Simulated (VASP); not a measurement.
Input of a VASP 6.6.1 run:

INCAR

```
SYSTEM = Re
PREC     = Accurate       ! precision mode
ENCUT    = 520            ! plane-wave cutoff, eV
EDIFF    = 1E-6           ! SCF threshold, eV
ISMEAR   = -1             ! smearing method
SIGMA    = 0.02           ! smearing width, eV
LREAL    = .False.        ! projectors in reciprocal space
LASPH    = .True.         ! aspherical terms in the spheres
NELM     = 80             ! most SCF steps
ALGO     = Normal         ! electronic algorithm
ISIF     = 2              ! what is computed and relaxed
LWAVE    = .False.        ! write WAVECAR
LCHARG   = .False.        ! write CHGCAR
GGA      = PS             ! functional
NBANDS   = 14             ! bands
```

File KPOINTS:

```
Automatic mesh
0
Gamma
  12 12 7
  0 0 0
```

Contents of POSCAR:

```
Re
1.0
    2.8670875433      0.0000000000      0.0000000000
   -1.4335437716      2.4829707151      0.0000000000
    0.0000000000      0.0000000000      4.6298354410
Re
2
Direct
    0.3333333333      0.6666666667      0.2500000000
    0.6666666667      0.3333333333      0.7500000000
```

Potentials or basis: VASP PAW PBE potentials, release 64 (Re).

Launch:

```bash
$ cat potpaw_PBE.64/Re/POTCAR > POTCAR
$ mpirun -np 1 vasp_std > vasp.out
```

**Question.** Estimate the pressure.

**Answer.** -37.6 GPa.

**Question.** Predict the band gap on the k mesh.

**Answer.** Zero (band 7 reaches 7.49 eV, above the bottom of band 8 at 5.06 eV).

Stress tensor (GPa, compression positive):
```
-37.64   0.00   0.00
  0.00 -37.64   0.00
  0.00   0.00 -37.41
```

Caveat: the PAW data sets were made with another functional, which shifts forces and pressure a little; spin-orbit coupling is left out, which moves the levels of the heavy elements.
